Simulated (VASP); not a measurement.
# CuO in VASP: single point with PBE+U

Aim: the single point of CuO with PBE+U.

Everything below comes from runs of VASP 6.6.1. Logs are shortened: lines on timing, memory, paths and dates and some standing lists are left out, and cuts for length are marked.

**1. The cell of the first run**

The typed cell holds 8 atoms: a = 4.187 Å, b = 4.152 Å, c = 5.218 Å, α = 90.00°, β = 90.01°, γ = 90.00°.

**2. Single point, PBE+U, collinear spin**

The input, INCAR:

```
SYSTEM = CuO
PREC = Accurate
ENCUT = 520
EDIFF = 1E-7
ISMEAR = 0
SIGMA = 0.05
LREAL = .FALSE.
LASPH = .TRUE.
NELM = 150
ALGO = Normal
ISIF = 2
LWAVE = .FALSE.
LCHARG = .TRUE.
ISPIN = 2
MAGMOM = 1 -1 -1 1 0 0 0 0
LORBIT = 11
LMAXMIX = 4
LDAU = .TRUE.
LDAUTYPE = 2
LDAUL = 2 -1
LDAUU = 4 0
LDAUJ = 0 0
LDAUPRINT = 1
GGA = PE
LELF = .TRUE.
LVHAR = .TRUE.
NBANDS = 48
```

The input, KPOINTS:

```
regular mesh
0
G
  6 6 4
  0 0 0
```

The input, POSCAR:

```
CuO
1.0
    4.1744184050      0.0000000000      0.3305692971
    0.0000000000      4.1521210669      0.0000000000
   -0.4124906602      0.0000000000      5.2015957502
Cu O
4 4
Direct
    0.2500000000      0.2500000000      0.0000000000
    0.2500000000     -0.2500000000      0.5000000000
    0.7500000000      0.7500000000      0.0000000000
    0.7500000000      0.2500000000      0.5000000000
    0.5000000000     -0.0000352670      0.2500000000
    0.5000000000      0.0000352670      0.7500000000
    1.0000000000      0.4999647330      0.2500000000
    1.0000000000      0.5000352670      0.7500000000
```

Potentials or basis: VASP PAW PBE potentials, release 64 (Cu, O).

On the command line:

```
cat potpaw_PBE.64/Cu/POTCAR potpaw_PBE.64/O/POTCAR > POTCAR
mpirun -np 1 vasp_std > vasp.out
```

OUTCAR:

```text
SYSTEM = CuO
   PREC = Accurate
   ENCUT = 520
   EDIFF = 1E-7
   ISMEAR = 0
   LREAL = .FALSE.
   LASPH = .TRUE.
   NELM = 150
   ISIF = 2
   ISPIN = 2
   LORBIT = 11
   GGA = PE

 ion  position               nearest neighbor table
   1  0.250  0.250  0.000-   6 1.97   7 1.97   5 1.97   8 1.97
   2  0.250  0.750  0.500-   5 1.97   8 1.97   7 1.97   6 1.97
   3  0.750  0.750  0.000-   5 1.97   8 1.97   7 1.97   6 1.97
   4  0.750  0.250  0.500-   6 1.97   7 1.97   5 1.97   8 1.97
   5  0.500  1.000  0.250-   2 1.97   3 1.97   1 1.97   4 1.97
   6  0.500  0.000  0.750-   1 1.97   4 1.97   3 1.97   2 1.97
   7  0.000  0.500  0.250-   1 1.97   4 1.97   3 1.97   2 1.97
   8  0.000  0.500  0.750-   2 1.97   3 1.97   1 1.97   4 1.97

  LATTYP: Found a simple monoclinic cell.
 ALAT       =     4.1874867260
 B/A-ratio  =     0.9915544427
 C/A-ratio  =     1.2460757196
 COS(beta)  =    -0.0001107896

  Lattice vectors:

 A1 = (   4.1744184050,   0.0000000000,   0.3305692971)
 A2 = (   0.0000000000,   4.1521210669,   0.0000000000)
 A3 = (  -0.4124906602,   0.0000000000,   5.2015957502)

Analysis of symmetry for initial positions (statically):
=====================================================================
 Subroutine PRICEL returns following result:

  LATTYP: Found a base centered monoclinic cell.
 ALAT       =     4.1874867260
 B/A-ratio  =     0.9915544427
 C/A-ratio  =     1.2460757196
 COS(beta)  =    -0.0001107896
[... 12 lines left out ...]
 Subroutine GETGRP returns: Found  4 space group operations
 (whereof  2 operations were pure point group operations)
 out of a pool of  4 trial point group operations.

The static configuration has the point symmetry S_2 .
 The point group associated with its full space group is C_2h.

Analysis of symmetry for dynamics (positions and initial velocities):
=====================================================================
 Subroutine PRICEL returns following result:

  LATTYP: Found a base centered monoclinic cell.
 ALAT       =     4.1874867260
 B/A-ratio  =     0.9915544427
 C/A-ratio  =     1.2460757196
 COS(beta)  =    -0.0001107896
[... 12 lines left out ...]
 Subroutine GETGRP returns: Found  4 space group operations
 (whereof  2 operations were pure point group operations)
 out of a pool of  4 trial point group operations.

The dynamic configuration has the point symmetry S_2 .
 The point group associated with its full space group is C_2h.

Analysis of structural, dynamic, and magnetic symmetry:
=====================================================================
 Subroutine PRICEL returns following result:

  LATTYP: Found a base centered monoclinic cell.
 ALAT       =     4.1874867260
 B/A-ratio  =     0.9915544427
 C/A-ratio  =     1.2460757196
 COS(beta)  =    -0.0001107896
[... 12 lines left out ...]
 Subroutine GETGRP returns: Found  4 space group operations
 (whereof  2 operations were pure point group operations)
 out of a pool of  4 trial point group operations.

The overall configuration has the point symmetry S_2 .
 The point group associated with its full space group is C_2h.

 Subroutine INISYM returns: Found  4 space group operations
 (whereof  2 operations are pure point group operations),
 and found     2 'primitive' translations

----------------------------------------------------------------------------------------

                                     Primitive cell

  volume of cell :      45.3619

  direct lattice vectors                    reciprocal lattice vectors
     2.087209202 -2.076060533  0.165284649     0.238059370 -0.240840762  0.018878296
     2.087209202  2.076060533  0.165284649     0.238059370  0.240840762  0.018878296
    -0.412490660  0.000000000  5.201595750    -0.015129034  0.000000000  0.191048952

  length of vectors
     2.948523123  2.948523123  5.217925535     0.339165043  0.339165043  0.191647044

  position of ions in fractional coordinates (direct lattice)
     0.000000000  0.500000000  0.000000000
     0.500000000  0.000000000  0.500000000
     0.500035267  0.499964733  0.250000000
     0.499964733  0.500035267  0.750000000

  ion indices of the primitive-cell ions
   primitive index   ion index
                 1           1
                 2           2
                 3           7
                 4           6

----------------------------------------------------------------------------------------

 KPOINTS: regular mesh

Automatic generation of k-mesh.
 Grid dimensions read from file:
 generate k-points for:    6    6    4

[... 52 lines left out ...]
   NGXF,Y,Z  is equivalent  to a cutoff of  25.41, 25.62, 25.49 a.u.
 SYSTEM =  CuO
   PREC   = accura    normal or accurate (medium, high low for compatibility)
   ISTART =      0    job   : 0-new  1-cont  2-samecut
   ICHARG =      2    charge: 1-file 2-atom 10-const
   ISPIN  =      2    spin polarized calculation?
   LNONCOLLINEAR =      F non collinear calculations
   LSORBIT =      F    spin-orbit coupling
   LASPH  =      T    aspherical Exc in radial PAW
   ENCUT  =  520.0 eV  38.22 Ry    6.18 a.u.   7.79  7.72  9.70*2*pi/ulx,y,z
   NELM   =    150;   NELMIN=  2; NELMDL= -5     # of ELM steps
   EDIFF  = 0.1E-06   stopping-criterion for ELM
   LREAL  =      F    real-space projection
   EDIFFG = 0.1E-05   stopping-criterion for IOM
   NSW    =      0    number of steps for IOM
   IBRION =     -1    ionic relax: 0-MD 1-quasi-New 2-CG
   NFREE  =      0    steps in history (QN), initial steepest desc. (CG)
   ISIF   =      2    stress and relaxation
   ISYM   =      2    0-nonsym 1-usesym 2-fastsym
   POTIM  = 0.5000    time-step for ionic-motion
   TEBEG  =    0.0;   TEEND  =   0.0 temperature during run
   PSTRESS=    0.0 pullay stress
   NELECT =      68.0000    total number of electrons
   NUPDOWN=      -1.0000    fix difference up-down
   EMIN   =  10.00;   EMAX   =-10.00  energy-range for DOS
   EFERMI =   0.00;   METHOD = LEGACY
   ISMEAR =     0;   SIGMA  =   0.05  broadening in eV -4-tet -1-fermi 0-gaus
   EFERMI_NEDOS =   21; number of points for ismear=-14 and -15
   IALGO  =     38    algorithm
   IMIX   =      4    mixing-type and parameters
     AMIX     =   0.40;   BMIX     =  1.00
     AMIX_MAG =   1.60;   BMIX_MAG =  1.00
  volume/ion in A,a.u.               =      11.34        76.53
  Fermi-wavevector in a.u.,A,eV,Ry     =   1.487090  2.810193 30.088437  2.211438
  Thomas-Fermi vector in A             =   2.600295
   LORBIT       =     11    0 simple, 1 ext, 2 COOP (PROOUT), +10 PAW based schemes
 LDA+U is selected, type is set to LDAUTYPE =  2
   angular momentum for each species LDAUL =     2   -1
   U (eV)           for each species LDAUU =   4.0  0.0
   J (eV)           for each species LDAUJ =   0.0  0.0
   GGA     = PE    functional components
   LHFCALC =     F    Hartree Fock is set to
   AEXX    =    0.0000 exact exchange contribution
   IVDW    =     0    specifies the selected vdW correction
   LEPSILON=     F    determine dielectric tensor
   LRPA    =     F    only Hartree local field effects (RPA)
 spin polarized calculation
 Gauss-broadening in eV      SIGMA  =   0.05
  energy-cutoff  :      520.00
  volume of cell :       90.72
 maximum number of plane-waves:      2468
   NGX = 15   NGY = 15   NGZ = 19

 number of electron      68.0000048 magnetization      -0.0000000

atom =   1  type =  1  l = 2

 onsite density matrix

spin component  1
[... 116 lines left out ...]
  o =  0.4281  v =  0.0000  0.0000  0.0000  0.0000  0.0000 -0.0543  0.6865  0.0987  0.7161 -0.0572      0.0000  0.0000  0.0000  0.0000  0.0000  0.0000  0.0000  0.0000  0.0000  0.0000
  o =  0.9387  v =  0.0000  0.0000  0.0000  0.0000  0.0000  0.8856  0.0703  0.4532 -0.0593  0.0431      0.0000  0.0000  0.0000  0.0000  0.0000  0.0000  0.0000  0.0000  0.0000  0.0000
  o =  0.9468  v =  0.8833  0.0701  0.4581 -0.0656 -0.0276  0.0000  0.0000  0.0000  0.0000  0.0000      0.0000  0.0000  0.0000  0.0000  0.0000  0.0000  0.0000  0.0000  0.0000  0.0000
  o =  0.9665  v =  0.0000  0.0000  0.0000  0.0000  0.0000 -0.1335 -0.0104  0.1770  0.0533  0.9736      0.0000  0.0000  0.0000  0.0000  0.0000  0.0000  0.0000  0.0000  0.0000  0.0000
  o =  0.9675  v =  0.0000  0.0000  0.0000  0.0000  0.0000  0.0574 -0.7228  0.0941  0.6800 -0.0542      0.0000  0.0000  0.0000  0.0000  0.0000  0.0000  0.0000  0.0000  0.0000  0.0000
  o =  0.9688  v =  0.1133  0.0096 -0.1471  0.0977  0.9777  0.0000  0.0000  0.0000  0.0000  0.0000      0.0000  0.0000  0.0000  0.0000  0.0000  0.0000  0.0000  0.0000  0.0000  0.0000
  o =  0.9694  v = -0.0521  0.6548 -0.1029 -0.7446  0.0586  0.0000  0.0000  0.0000  0.0000  0.0000      0.0000  0.0000  0.0000  0.0000  0.0000  0.0000  0.0000  0.0000  0.0000  0.0000
  o =  0.9770  v =  0.0000  0.0000  0.0000  0.0000  0.0000  0.4377  0.0345 -0.8630  0.1358  0.2099      0.0000  0.0000  0.0000  0.0000  0.0000  0.0000  0.0000  0.0000  0.0000  0.0000
  o =  0.9778  v =  0.4481  0.0353 -0.8659  0.1042 -0.1930  0.0000  0.0000  0.0000  0.0000  0.0000      0.0000  0.0000  0.0000  0.0000  0.0000  0.0000  0.0000  0.0000  0.0000  0.0000
  o =  1.0174  v = -0.0595  0.7516  0.0895  0.6487 -0.0519  0.0000  0.0000  0.0000  0.0000  0.0000      0.0000  0.0000  0.0000  0.0000  0.0000  0.0000  0.0000  0.0000  0.0000  0.0000

 number of electron      68.0000048 magnetization       0.0000000

 Free energy of the ion-electron system (eV)
  ---------------------------------------------------
  ext. energy  EPLUGINS =         0.00000000
  ---------------------------------------------------
  free energy    TOTEN  =       -34.61334247 eV

  energy without entropy =      -34.61334245  energy(sigma->0) =      -34.61334246

 E-fermi :   4.5549     XC(G=0): -11.1279

 val. band max:        4.3988178108   @ k =   0.0000   0.0000   0.0000
 cond. band min:       4.7162766504   @ k =  -0.0000   0.5000   0.2500
 fundamental gap:      0.3174588396
 Fermi energy:         4.5549364466

 spin component 1

 k-point     1 :       0.0000    0.0000    0.0000
  band No.  band energies     occupation
      1     -14.7324      1.00000
      2     -13.6019      1.00000
      3     -13.4650      1.00000
      4     -13.2373      1.00000
      5      -3.4910      1.00000
      6      -2.3692      1.00000
[... 2345 lines left out ...]
     45      16.2746      0.00000
     46      16.3764      0.00000

 [... further k-points ...]

 [bands above 46 left out]

------------------------ aborting loop because EDIFF is reached ----------------------------------------

  FORCE on cell =-STRESS in cart. coord.  units (eV):
  Direction    XX          YY          ZZ          XY          YZ          ZX
  --------------------------------------------------------------------------------------
  -------------------------------------------------------------------------------------
  Total       -1.7703760     -1.0897813     -1.8749516      0.0000000      0.0000000      0.0078933
  in kB      -31.2647361    -19.2454740    -33.1115346      0.0000000      0.0000000      0.1393951
  external PRESSURE =     -27.8739149 kB  Pullay stress =       0.0000000 kB

 VOLUME and BASIS-vectors are now :
 -----------------------------------------------------------------------------
  energy-cutoff  :      520.00
  volume of cell :       90.72
      direct lattice vectors                 reciprocal lattice vectors
     4.174418405  0.000000000  0.330569297     0.238059370  0.000000000  0.018878296
     0.000000000  4.152121067  0.000000000     0.000000000  0.240840762  0.000000000
    -0.412490660  0.000000000  5.201595750    -0.015129034  0.000000000  0.191048952

 POSITION                                       TOTAL-FORCE (eV/Angst)
 -----------------------------------------------------------------------------------
      1.04360      1.03803      0.08264         0.000000      0.000000      0.000000
      0.83736      3.11409      2.68344         0.000000      0.000000      0.000000
      3.13081      3.11409      0.24793         0.000000      0.000000      0.000000
      2.92457      1.03803      2.84872         0.000000      0.000000      0.000000
      1.98409      4.15197      1.46568        -0.000000     -0.000050     -0.000000
      1.77784      0.00015      4.06648        -0.000000      0.000050     -0.000000
     -0.10312      2.07591      1.30040        -0.000000     -0.000050      0.000000
     -0.30937      2.07621      3.90120         0.000000      0.000050     -0.000000
 -----------------------------------------------------------------------------------
    total drift:                                0.000000      0.000000     -0.000000

  FREE ENERGIE OF THE ION-ELECTRON SYSTEM (eV)
  ---------------------------------------------------
  free  energy   TOTEN  =       -34.6133424682 eV

  energy  without entropy=      -34.6133424450  energy(sigma->0) =      -34.61334246

 total charge

# of ion       s       p       d       tot
------------------------------------------
    1        0.379   0.370   9.138   9.887
    2        0.379   0.370   9.138   9.887
    3        0.379   0.370   9.138   9.887
    4        0.379   0.370   9.138   9.887
    5        1.561   3.410   0.000   4.971
    6        1.561   3.410   0.000   4.971
    7        1.561   3.410   0.000   4.971
    8        1.561   3.410   0.000   4.971
--------------------------------------------------
tot          7.763  15.119  36.550  59.433

 magnetization (x)

# of ion       s       p       d       tot
------------------------------------------
    1       -0.004  -0.002   0.603   0.597
    2        0.004   0.002  -0.603  -0.597
    3        0.004   0.002  -0.603  -0.597
    4       -0.004  -0.002   0.603   0.597
    5       -0.000   0.000   0.000   0.000
    6        0.000  -0.000   0.000  -0.000
    7        0.000  -0.000   0.000  -0.000
    8       -0.000   0.000   0.000   0.000
--------------------------------------------------
tot          0.000   0.000   0.000   0.000
```

Run time: 9.3 min. Hardware: 1 thread of Oxide Virtual Turin-like, shared host; peak memory 0.41 GiB.

Results:

| Item | Value |
| --- | --- |
| Free energy | -34.6133 eV |
| Pressure | -2.8 GPa |
| Band gap on the k mesh | 0.32 eV |
| Net moment | 0.00 μB per cell |
| Site moments | Cu +0.60, -0.60 (each value once); O +0.00, -0.00 (each value once) μB |
| Valence electrons inside the program's atomic spheres | Cu 9.89; O 4.97 |

Eigenvalues of the final occupation matrices:
| site | spin | trace | eigenvalues |
| --- | --- | --- | --- |
| site 1 d | 1 | 4.88 | 0.95 0.97 0.97 0.98 1.02 |
| site 1 d | 2 | 4.28 | 0.43 0.94 0.97 0.97 0.98 |
| site 2 d | 1 | 4.28 | 0.43 0.94 0.97 0.97 0.98 |
| site 2 d | 2 | 4.88 | 0.95 0.97 0.97 0.98 1.02 |
| site 3 d | 1 | 4.28 | 0.43 0.94 0.97 0.97 0.98 |
| site 3 d | 2 | 4.88 | 0.95 0.97 0.97 0.98 1.02 |
| site 4 d | 1 | 4.88 | 0.95 0.97 0.97 0.98 1.02 |
| site 4 d | 2 | 4.28 | 0.43 0.94 0.97 0.97 0.98 |

Caveat: semilocal functionals underestimate gaps, and a narrow one can read as zero.
